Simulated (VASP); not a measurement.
# CdS3 (P6_3/mmc) in VASP: a series of runs

The runs below take CdS3 through single point, with PBE.

All numbers are computed with VASP 6.6.1; they aren't measurements. Logs are shortened: lines on timing, memory, paths and dates and some standing lists are left out, and cuts for length are marked.

**1. The cell of the first run**

It takes space group P6_3/mmc (No. 194, hexagonal). The conventional cell has a = 6.408 Å, b = 6.408 Å, c = 4.830 Å, α = 90.00°, β = 90.00°, γ = 120.00°. Within 3.9 Å of Cd (site symmetry -6m2) lie 12 S at 2.96 to 3.21 Å. S (site symmetry mm2) has 8 S at 2.95 to 3.46 Å and 4 Cd at 2.96 to 3.21 Å within 3.9 Å.

**2. Single point, PBE**

The input, INCAR:

```
PREC = Accurate ; ENCUT = 500
EDIFF = 1E-6 ; ISMEAR = 0
SIGMA = 0.1 ; LREAL = F
LASPH = T ; NELM = 120
ALGO = Normal ; ISIF = 2
LWAVE = F ; LCHARG = F
GGA = PE ; NBANDS = 40
GGA_COMPAT = F
```

The input, KPOINTS:

```
Automatic mesh
0
Gamma
  3 3 4
```

The input, POSCAR:

```
CdS3
1.0
    6.4075960300      0.0000000000      0.0000000000
   -3.2037980200      5.5491409400      0.0000000000
    0.0000000000      0.0000000000      4.8297095400
Cd S
2 6
Direct
    0.3333333300      0.6666666700      0.7500000000
    0.6666666700      0.3333333300      0.2500000000
    0.1798179900      0.3596359800      0.2500000000
    0.6403640200      0.8201820100      0.2500000000
    0.1798179900      0.8201820100      0.2500000000
    0.8201820100      0.6403640200      0.7500000000
    0.3596359800      0.1798179900      0.7500000000
    0.8201820100      0.1798179900      0.7500000000
```

Potentials or basis: VASP PAW PBE potentials, release 64 (Cd, S).

Started as:

```bash
$ cat potpaw_PBE.64/Cd/POTCAR potpaw_PBE.64/S/POTCAR > POTCAR
$ mpirun -np 1 vasp_std > vasp.out
```

OUTCAR:

```text
PREC = Accurate
   ENCUT = 500
   EDIFF = 1E-6
   ISMEAR = 0
   LREAL = F
   LASPH = T
   NELM = 120
   ISIF = 2
   GGA = PE

 ion  position               nearest neighbor table
   1  0.333  0.667  0.750-   5 2.96   5 2.96   4 2.96   4 2.96   3 2.96   3 2.96   6 3.21   7 3.21
                             8 3.21   8 3.21   6 3.21   7 3.21
   2  0.667  0.333  0.250-   8 2.96   8 2.96   7 2.96   7 2.96   6 2.96   6 2.96   3 3.21   4 3.21
                             5 3.21   5 3.21   3 3.21   4 3.21
   3  0.180  0.360  0.250-   1 2.96   1 2.96   2 3.21   2 3.21
   4  0.640  0.820  0.250-   1 2.96   1 2.96   2 3.21   2 3.21
   5  0.180  0.820  0.250-   1 2.96   1 2.96   2 3.21   2 3.21
   6  0.820  0.640  0.750-   2 2.96   2 2.96   1 3.21   1 3.21
   7  0.360  0.180  0.750-   2 2.96   2 2.96   1 3.21   1 3.21
   8  0.820  0.180  0.750-   2 2.96   2 2.96   1 3.21   1 3.21

  LATTYP: Found a hexagonal cell.
 ALAT       =     6.4075960300
 C/A-ratio  =     0.7537475080

  Lattice vectors:

 A1 = (   6.4075960300,   0.0000000000,   0.0000000000)
 A2 = (  -3.2037980200,   5.5491409400,   0.0000000000)
 A3 = (   0.0000000000,   0.0000000000,   4.8297095400)

Analysis of symmetry for initial positions (statically):
=====================================================================
 Subroutine PRICEL returns:
 Original cell was already a primitive cell.

 Routine SETGRP: Setting up the symmetry group for a
 hexagonal supercell.

 Subroutine GETGRP returns: Found 24 space group operations
 (whereof 12 operations were pure point group operations)
 out of a pool of 24 trial point group operations.

The static configuration has the point symmetry D_3d.
 The point group associated with its full space group is D_6h.

Analysis of symmetry for dynamics (positions and initial velocities):
=====================================================================
 Subroutine PRICEL returns:
 Original cell was already a primitive cell.

 Routine SETGRP: Setting up the symmetry group for a
 hexagonal supercell.

 Subroutine GETGRP returns: Found 24 space group operations
 (whereof 12 operations were pure point group operations)
 out of a pool of 24 trial point group operations.

The dynamic configuration has the point symmetry D_3d.
 The point group associated with its full space group is D_6h.

 Subroutine INISYM returns: Found 24 space group operations
 (whereof 12 operations are pure point group operations),
 and found     1 'primitive' translations

----------------------------------------------------------------------------------------

                                     Primitive cell

  volume of cell :     171.7283

  direct lattice vectors                    reciprocal lattice vectors
     6.407596030  0.000000000  0.000000000     0.156064770  0.090104037  0.000000000
    -3.203798020  5.549140940  0.000000000     0.000000000  0.180208074  0.000000000
     0.000000000  0.000000000  4.829709540     0.000000000  0.000000000  0.207051789

  length of vectors
     6.407596030  6.407596033  4.829709540     0.180208074  0.180208074  0.207051789

  position of ions in fractional coordinates (direct lattice)
     0.333333330  0.666666670  0.750000000
     0.666666670  0.333333330  0.250000000
     0.179817990  0.359635980  0.250000000
     0.640364020  0.820182010  0.250000000
     0.179817990  0.820182010  0.250000000
     0.820182010  0.640364020  0.750000000
     0.359635980  0.179817990  0.750000000
     0.820182010  0.179817990  0.750000000

  ion indices of the primitive-cell ions
   primitive index   ion index
                 1           1
                 2           2
                 3           3
                 4           4
                 5           5
                 6           6
                 7           7
                 8           8

----------------------------------------------------------------------------------------

 KPOINTS: Automatic mesh

Automatic generation of k-mesh.
 Grid dimensions read from file:
 generate k-points for:    3    3    4

 Generating k-lattice:

  Cartesian coordinates                     Fractional coordinates (reciprocal lattice)
     0.052021590  0.030034679  0.000000000     0.333333333 -0.000000000  0.000000000
     0.000000000  0.060069358  0.000000000     0.000000000  0.333333333  0.000000000
     0.000000000  0.000000000  0.051762947     0.000000000  0.000000000  0.250000000

  Length of vectors
     0.060069358  0.060069358  0.051762947

  Shift w.r.t. Gamma in fractional coordinates (k-lattice)
     0.000000000  0.000000000  0.000000000

 Subroutine IBZKPT returns following result:
 ===========================================

 Found      9 irreducible k-points:

 Following reciprocal coordinates:
            Coordinates               Weight
  0.000000  0.000000  0.000000      1.000000
  0.333333 -0.000000  0.000000      6.000000
  0.333333  0.333333  0.000000      2.000000
  0.000000  0.000000  0.250000      2.000000
  0.333333 -0.000000  0.250000     12.000000
  0.333333  0.333333  0.250000      4.000000
  0.000000  0.000000  0.500000      1.000000
  0.333333 -0.000000  0.500000      6.000000
  0.333333  0.333333  0.500000      2.000000
   k-points           NKPTS =      9   k-points in BZ     NKDIM =      9   number of bands    NBANDS=     40
   number of dos      NEDOS =    301   number of ions     NIONS =      8
   total plane-waves  NPLWV =  82944
   dimension x,y,z NGX =    48 NGY =   48 NGZ =   36
   dimension x,y,z NGXF=    96 NGYF=   96 NGZF=   72
   ions per type =               2   6
   NGX,Y,Z   is equivalent  to a cutoff of  12.45, 12.45, 12.39 a.u.
   NGXF,Y,Z  is equivalent  to a cutoff of  24.91, 24.91, 24.78 a.u.
 SYSTEM =  unknown system
   PREC   = accura    normal or accurate (medium, high low for compatibility)
   ISTART =      0    job   : 0-new  1-cont  2-samecut
   ICHARG =      2    charge: 1-file 2-atom 10-const
   ISPIN  =      1    spin polarized calculation?
   LNONCOLLINEAR =      F non collinear calculations
   LSORBIT =      F    spin-orbit coupling
   LASPH  =      T    aspherical Exc in radial PAW
   ENCUT  =  500.0 eV  36.75 Ry    6.06 a.u.  11.68 11.68  8.81*2*pi/ulx,y,z
   NELM   =    120;   NELMIN=  2; NELMDL= -5     # of ELM steps
   EDIFF  = 0.1E-05   stopping-criterion for ELM
   LREAL  =      F    real-space projection
   EDIFFG = 0.1E-04   stopping-criterion for IOM
   NSW    =      0    number of steps for IOM
   IBRION =     -1    ionic relax: 0-MD 1-quasi-New 2-CG
   NFREE  =      0    steps in history (QN), initial steepest desc. (CG)
   ISIF   =      2    stress and relaxation
   ISYM   =      2    0-nonsym 1-usesym 2-fastsym
   POTIM  = 0.5000    time-step for ionic-motion
   TEBEG  =    0.0;   TEEND  =   0.0 temperature during run
   PSTRESS=    0.0 pullay stress
   NELECT =      60.0000    total number of electrons
   NUPDOWN=      -1.0000    fix difference up-down
   EMIN   =  10.00;   EMAX   =-10.00  energy-range for DOS
   EFERMI =   0.00;   METHOD = LEGACY
   ISMEAR =     0;   SIGMA  =   0.10  broadening in eV -4-tet -1-fermi 0-gaus
   EFERMI_NEDOS =   21; number of points for ismear=-14 and -15
   IALGO  =     38    algorithm
   IMIX   =      4    mixing-type and parameters
     AMIX     =   0.40;   BMIX     =  1.00
     AMIX_MAG =   1.60;   BMIX_MAG =  1.00
  volume/ion in A,a.u.               =      21.47       144.86
  Fermi-wavevector in a.u.,A,eV,Ry     =   1.153041  2.178931 18.088983  1.329503
  Thomas-Fermi vector in A             =   2.289687
   LORBIT       =      0    0 simple, 1 ext, 2 COOP (PROOUT), +10 PAW based schemes
   GGA     = PE    functional components
   LHFCALC =     F    Hartree Fock is set to
   AEXX    =    0.0000 exact exchange contribution
   IVDW    =     0    specifies the selected vdW correction
   LEPSILON=     F    determine dielectric tensor
   LRPA    =     F    only Hartree local field effects (RPA)
 non-spin polarized calculation
 Gauss-broadening in eV      SIGMA  =   0.10
  energy-cutoff  :      500.00
  volume of cell :      171.73
 maximum number of plane-waves:      4374
 NGX is ok and might be reduce to    48
   NGX = 23   NGY = 23   NGZ = 17

 number of electron      59.9999995 magnetization

 Free energy of the ion-electron system (eV)
  ---------------------------------------------------
  ext. energy  EPLUGINS =         0.00000000
  ---------------------------------------------------
  free energy    TOTEN  =       -20.24902476 eV

  energy without entropy =      -20.21281806  energy(sigma->0) =      -20.23092141

 E-fermi :   3.4728     XC(G=0):  -9.9905

 val. band max:        3.4499875717   @ k =   0.3333   0.3333   0.2500
 cond. band min:       3.5599029080   @ k =   0.3333  -0.0000   0.5000
 fundamental gap:      0.1099153363
 Fermi energy:         3.4727998503

 k-point     1 :       0.0000    0.0000    0.0000
  band No.  band energies     occupation
      1     -10.4518      2.00000
      2      -8.7319      2.00000
      3      -8.5354      2.00000
      4      -8.5354      2.00000
      5      -7.7363      2.00000
      6      -7.7363      2.00000
[... 32 lines left out ...]
     39      10.3410      0.00000
     40      10.3412      0.00000

 k-point     2 :       0.3333   -0.0000    0.0000
  band No.  band energies     occupation
      1     -10.1204      2.00000
      2      -9.2705      2.00000
      3      -8.6390      2.00000
      4      -8.6168      2.00000
      5      -7.5956      2.00000
      6      -7.5422      2.00000
[... 290 lines left out ...]
     39      10.4398      0.00000
     40      10.4476      0.00000

 k-point     9 :       0.3333    0.3333    0.5000
  band No.  band energies     occupation
      1      -9.2782      2.00000
      2      -9.2782      2.00000
      3      -8.5787      2.00000
      4      -8.5787      2.00000
      5      -8.1973      2.00000
      6      -8.1973      2.00000
[... 32 lines left out ...]
     39       9.3997      0.00000
     40       9.3997      0.00000

------------------------ aborting loop because EDIFF is reached ----------------------------------------

  FORCE on cell =-STRESS in cart. coord.  units (eV):
  Direction    XX          YY          ZZ          XY          YZ          ZX
  --------------------------------------------------------------------------------------
  -------------------------------------------------------------------------------------
  Total       -6.8905153     -6.8905153     -7.7593040      0.0000000     -0.0000000      0.0000000
  in kB      -64.2865905    -64.2865905    -72.3921472      0.0000001     -0.0000000      0.0000000
  external PRESSURE =     -66.9884427 kB  Pullay stress =       0.0000000 kB

 VOLUME and BASIS-vectors are now :
 -----------------------------------------------------------------------------
  energy-cutoff  :      500.00
  volume of cell :      171.73
      direct lattice vectors                 reciprocal lattice vectors
     6.407596030  0.000000000  0.000000000     0.156064770  0.090104037  0.000000000
    -3.203798020  5.549140940  0.000000000     0.000000000  0.180208074  0.000000000
     0.000000000  0.000000000  4.829709540     0.000000000  0.000000000  0.207051789

 POSITION                                       TOTAL-FORCE (eV/Angst)
 -----------------------------------------------------------------------------------
     -0.00000      3.69943      3.62228        -0.000000      0.000000     -0.000000
      3.20380      1.84971      1.20743         0.000000     -0.000000     -0.000000
     -0.00000      1.99567      1.20743        -0.000000      0.417579      0.000000
      1.47550      4.55131      1.20743        -0.361634     -0.208790     -0.000000
     -1.47550      4.55131      1.20743         0.361634     -0.208790     -0.000000
      3.20380      3.55347      3.62228         0.000000     -0.417579      0.000000
      1.72830      0.99784      3.62228         0.361634      0.208790     -0.000000
      4.67929      0.99784      3.62228        -0.361634      0.208790      0.000000
 -----------------------------------------------------------------------------------
    total drift:                               -0.000021      0.000012      0.000000

  FREE ENERGIE OF THE ION-ELECTRON SYSTEM (eV)
  ---------------------------------------------------
  free  energy   TOTEN  =       -20.2490247568 eV

  energy  without entropy=      -20.2128180622  energy(sigma->0) =      -20.23092141
```

Wall time 32 s (1 thread of Intel Xeon 6975P-C (Granite Rapids), shared host); peak memory 0.27 GiB.

Results:

| Property | Result |
| --- | --- |
| Free energy | -20.2490 eV |
| Pressure | -6.7 GPa |
| Largest force | 0.418 eV/Å |
| Band gap on the k mesh | zero (band 30 reaches 3.75 eV, above the bottom of band 31 at 3.03 eV) |

Forces in eV/Å, atoms in the order of the input:
```
Cd   0.000  0.000  0.000
Cd   0.000  0.000  0.000
S    0.000  0.418  0.000
S   -0.362 -0.209  0.000
S    0.362 -0.209  0.000
S    0.000 -0.418  0.000
S    0.362  0.209  0.000
S   -0.362  0.209  0.000
```

Stress tensor (GPa, compression positive):
```
-6.43  0.00  0.00
 0.00 -6.43  0.00
 0.00  0.00 -7.24
```

Caveat: the k points lie up to 0.38 Å⁻¹ apart.

**3. Single point, PBE**

This run uses another cell than the first one, of 26.01 Å³/atom, 1.212 times its volume.

The input, INCAR:

```
PREC = Accurate
ENCUT = 500
EDIFF = 1E-6
ISMEAR = 0
SIGMA = 0.1
LREAL = F
LASPH = T
NELM = 120
ALGO = Normal
ISIF = 2
LWAVE = F
LCHARG = F
GGA = PE
NBANDS = 40
GGA_COMPAT = F
```

KPOINTS is that of step 2.

The input, POSCAR:

```
CdS3
1.0
    6.5856395179      0.0000000030      0.0000000000
   -3.2928197615      5.7033311212      0.0000000000
    0.0000000000      0.0000000000      5.5393632132
Cd S
2 6
Direct
    0.3333333333      0.6666666667      0.7500000000
    0.6666666667      0.3333333333      0.2500000000
    0.2225630795      0.4451261591      0.2500000000
    0.5548738409      0.7774369205      0.2500000000
    0.2225630795      0.7774369205      0.2500000000
    0.7774369205      0.5548738409      0.7500000000
    0.4451261591      0.2225630795      0.7500000000
    0.7774369205      0.2225630795      0.7500000000
```

Potentials or basis: VASP PAW PBE potentials, release 64 (Cd, S).

Started as:

```bash
$ cat potpaw_PBE.64/Cd/POTCAR potpaw_PBE.64/S/POTCAR > POTCAR
$ mpirun -np 1 vasp_std > vasp.out
```

It took 33 s on 1 thread of Intel Xeon 6975P-C (Granite Rapids), shared host; peak memory 0.3 GiB.

The run converged. Its results:

| Item | Value |
| --- | --- |
| Free energy | -21.9402 eV |
| Pressure | 0.0 GPa |
| Largest force | 0.132 eV/Å |
| Band gap on the k mesh | zero (band 30 reaches 3.25 eV, above the bottom of band 31 at 2.60 eV) |

Forces in eV/Å, atoms in the order of the input:
```
Cd   0.000  0.000  0.000
Cd   0.000  0.000  0.000
S    0.000  0.132  0.000
S   -0.114 -0.066  0.000
S    0.114 -0.066  0.000
S    0.000 -0.132  0.000
S    0.114  0.066  0.000
S   -0.114  0.066  0.000
```

Stress tensor (GPa, compression positive):
```
-0.15  0.00  0.00
 0.00 -0.15  0.00
 0.00  0.00  0.16
```

Levels at points of the mesh, in eV from the Fermi level:
```tsv
k point	band 26	band 27	band 28	band 29	band 30	band 31	band 32	band 33	band 34	band 35
(0.00, 0.00, 0.00)	-1.92	-1.64	-1.64	-1.59	-1.40	-0.07	0.90	1.14	1.14	1.33
(0.00, 0.00, 0.50)	-1.94	-1.94	-1.94	0.38	0.38	0.71	0.71	1.37	1.37	1.37
```

Caveat: the k points lie up to 0.37 Å⁻¹ apart.
